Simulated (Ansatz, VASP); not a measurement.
SiC: VASP beside Ansatz

```xyz
12
Lattice="3.0592 0.0000 0.0000 -1.5296 2.6494 0.0000 0.0000 0.0000 15.0108" Properties=species:S:1:pos:R:3 pbc="T T T"
Si    0.0000    0.0000   -0.0042
Si    0.0000    0.0000    7.5012
Si    0.0000    1.7663    2.4993
Si    1.5296    0.8831   10.0047
Si    1.5296    0.8831    4.9985
Si    0.0000    1.7663   12.5038
C     0.0000    1.7663    0.6231
C     1.5296    0.8831    8.1285
C     1.5296    0.8831    3.1223
C     0.0000    1.7663   10.6277
C     0.0000    0.0000    5.6196
C     0.0000    0.0000   13.1250
```

Alike in both runs: functional LDA; k mesh 14 × 14 × 3; no spin polarisation.

Ansatz relaxed the structure, and its values are those at the end. VASP's run is a single point on that final structure, the one shown.

```csv
,VASP,Ansatz
version,VASP 6.6.1,Ansatz 0.2.0
potentials or method,"VASP PAW LDA potentials, release 64 (Si, C)","scalar-relativistic, plane waves, PAW"
plane-wave cutoff (eV),520,420
occupations,"gaussian, width 0.01 eV",fixed
valence electrons in the cell,48,48
```

|  | VASP | Ansatz | Ansatz less VASP |
| --- | --- | --- | --- |
| gap on the k mesh at the Fermi level (eV) | 1.97 | 1.98 | +0.011 |
| least direct gap on the mesh (eV) | 3.07 | 3.08 | +0.012 |
| pressure (GPa) | 0.4 | 0.0 | -0.41 |

LDA's correlation is that of Perdew and Zunger in VASP and of Perdew and Wang (1992) in Ansatz.
